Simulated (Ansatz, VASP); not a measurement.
CdS: VASP beside Ansatz

```
CELL_PARAMETERS angstrom
2.82907 2.82907 0.00000
-2.82907 2.82907 0.00000
0.00000 2.82907 2.82907
ATOMIC_POSITIONS crystal
Cd 0.00000 0.00000 0.00000
S 0.75000 0.25000 0.50000
```

Alike in both runs: task single point; functional LDA; k mesh 8 × 8 × 8; no spin polarisation.

|  | VASP | Ansatz |
| --- | --- | --- |
| version | VASP 6.6.1 | Ansatz 0.2.0 |
| potentials or method | VASP PAW LDA potentials, release 64 (Cd, S), cutoff 520 eV | all-electron LAPW, scalar-relativistic |
| occupations | gaussian, width 0.01 eV | fixed |

|  | VASP | Ansatz | Ansatz less VASP |
| --- | --- | --- | --- |
| gap on the k mesh at the Fermi level (eV) | 1.09 | 1.05 | -0.036 |
| pressure (GPa) | 4.7 | 4.0 | -0.65 |

LDA's correlation is that of Perdew and Zunger in VASP and of Perdew and Wang (1992) in Ansatz. Ansatz ran all-electron here, and VASP with PAW potentials.
